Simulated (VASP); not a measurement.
FeO (Wuestite): single point with LDA

The system is FeO (Wuestite).

```
Fe O
1.0
     0.00000    2.16967    2.16967
     2.16967    0.00000    2.16967
     2.16967    2.16967    0.00000
Fe O
1 1
Cartesian
  0.0000 0.0000 0.0000
  2.1697 2.1697 2.1697
```

```json
{
  "Program": "VASP 6.6.1",
  "Task": "single point",
  "Functional": "LDA",
  "Potentials or basis": "VASP PAW LDA potentials, release 64 (Fe, O)",
  "Cutoff": "520 eV",
  "k mesh": "11 × 11 × 11",
  "Occupations": "fermi-dirac, width 0.05 eV",
  "Spin": "collinear spin, ferromagnetic start",
  "Starting moments": "[3.0, 0.0] μB",
  "Dipole correction": "no",
  "Further INCAR settings": "ALGO = Normal; EDIFF = 1e-06; NBANDS = 18"
}
```

- Pressure: -18.4 GPa
- Band gap on the k mesh: zero (filled and empty bands overlap)
- Net moment: 4.00 μB per cell
- Site moments: Fe +3.58; O +0.31 μB
- Valence electrons inside the program's atomic spheres: Fe 6.73; O 4.94

Levels at points of the mesh, in eV from the Fermi level:
Spin up:
```
           k point  band 7  band 8  band 9  band 10  band 11  band 12
(0.00, 0.00, 0.00)   -3.59   -3.34   -3.34     0.13    15.33    16.84
```
Spin down:
```csv
k point,band 1,band 2,band 3,band 4,band 5,band 6,band 7,band 8,band 9,band 10
"(0.00, 0.00, 0.00)",-19.64,-3.06,-3.06,-3.06,-0.71,-0.71,-0.71,-0.01,-0.01,0.90
```

Run time: 49 s on 1 thread of Intel(R) Xeon(R) Platinum 8259CL CPU @ 2.50GHz (Skylake/Cascade Lake), with other jobs on the host, peak memory 0.15 GiB.

Caveat: a cell with one magnetic atom can't hold antiferromagnetic order, which such compounds often take; semilocal functionals often make such compounds metallic where correlation or magnetic order opens a gap, which also shifts bond lengths. With open d or f shells a metallic result of LDA can be an artefact of self-interaction; +U or a hybrid may open a gap.
